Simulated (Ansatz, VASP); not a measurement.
**One calculation of BP, two programs**

File POSCAR:

```
BP
1.0
    0.0000000000      2.2988586873      2.2988586873
    2.2988586873      0.0000000000      2.2988586873
    2.2988586873      2.2988586873      0.0000000000
P B
1 1
Direct
    0.7500000000      0.7500000000      0.7500000000
    0.0000000000      0.0000000000      0.0000000000
```

File INCAR.step1:

```
SYSTEM = BP
PREC = Accurate
ENCUT = 520
ISMEAR = -1
SIGMA = 0.05
LREAL = .FALSE.
LASPH = .TRUE.
NELM = 100
NBANDS = 11
GGA = PE
ALGO = Normal
EDIFF = 1E-4
LWAVE = .TRUE.
LCHARG = .FALSE.
```

INCAR.step2

```
SYSTEM = BP
PREC = Accurate
ENCUT = 520
EDIFF = 1E-7
ISMEAR = -1
SIGMA = 0.05
LREAL = .FALSE.
LASPH = .TRUE.
NELM = 100
ALGO = Normal
ISIF = 2
LWAVE = .FALSE.
LCHARG = .TRUE.
METAGGA = R2SCAN
LMIXTAU = .TRUE.
IVDW = 12
VDW_S6 = 1.0
VDW_S8 = 0.78981345
VDW_A1 = 0.49484001
VDW_A2 = 5.73083694
LELF = .TRUE.
LVHAR = .TRUE.
NBANDS = 11
ISTART = 1
```

File KPOINTS:

```
Automatic mesh
0
G
  10 10 10
  0 0 0
```

input.yaml

```yaml
crystal:
  lattice:
    - [0.0, 2.2988586873, 2.2988586873]
    - [2.2988586873, 0.0, 2.2988586873]
    - [2.2988586873, 2.2988586873, 0.0]
  atoms:
    - { symbol: P, position: [0.75, 0.75, 0.75] }
    - { symbol: B, position: [0.0, 0.0, 0.0] }
hamiltonian:
  xc: r2scan
  pseudopotentials: { kind: paw }
  dispersion: d3bj
kpoints:
  mp_grid: { grid: [10, 10, 10] }
scf:
  occupations: { method: fermi_dirac, width: 0.05 }
output:
  forces: true
  stress: true
  eigenvalues: true
  write_density: true
  write_potential: true
  elf: true
  volumetric_format: npy
```

Alike in both runs: task single point; functional r2SCAN; dispersion D3(BJ); k mesh 10 × 10 × 10; occupations fermi-dirac, width 0.05 eV; no spin polarisation.

|  | VASP | Ansatz |
| --- | --- | --- |
| version | VASP 6.6.1 | Ansatz 0.2.0 |
| potentials or method | VASP PAW PBE potentials, release 64 (P, B) | Ansatz PAW |
| plane-wave cutoff (eV) | 520 | 500 |
| valence electrons in the cell | 8 | 8 |

```csv
,VASP,Ansatz,Ansatz less VASP
gap on the k mesh at the Fermi level (eV),1.50,1.47,-0.030
least direct gap on the mesh (eV),3.58,3.55,-0.040
pressure (GPa),-8.7,-8.2,+0.46
```

VASP's potentials were made for PBE, not for r2SCAN.
